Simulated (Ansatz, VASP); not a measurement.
# Si4C5: VASP beside Ansatz

```
C Si
1.0
     3.09201    0.00000    0.00000
    -1.54601    2.67776    0.00000
     0.00000    0.00000   25.23371
C Si
5 4
Direct
  0.33333 0.66667 0.15852
  0.66667 0.33333 0.25905
  0.33333 0.66667 0.36079
  0.66667 0.33333 0.46236
  0.22222 0.77778 0.60093
  0.66667 0.33333 0.18348
  0.33333 0.66667 0.28401
  0.66667 0.33333 0.38429
  0.33333 0.66667 0.48482
```

Alike in both runs: task single point; functional PBE; k mesh 9 × 9 × 1; occupations gaussian, width 0.05 eV; collinear spin.

```csv
,VASP,Ansatz
version,VASP 6.6.1,Ansatz 0.2.0
potentials or method,"VASP PAW PBE potentials, release 64 (C, Si), cutoff 520 eV","scalar-relativistic, plane waves, PAW"
valence electrons in the cell,36,36
```

|  | VASP | Ansatz | Ansatz less VASP |
| --- | --- | --- | --- |
| gap on the k mesh at the Fermi level (eV) | none | none | - |
| rms of the force components (eV/Å) | 0.870 | 0.921 | +0.0508 |
| net moment per atom (μB) | 0.07 | 0.14 | +0.070 |
| size of the moment on the site where the two differ most (μB) | 0.00 | 0.41 | +0.407 |

Site moments also hang on the region over which each program counts them. A gap of «none» marks a metal or a gap that the smearing closes.
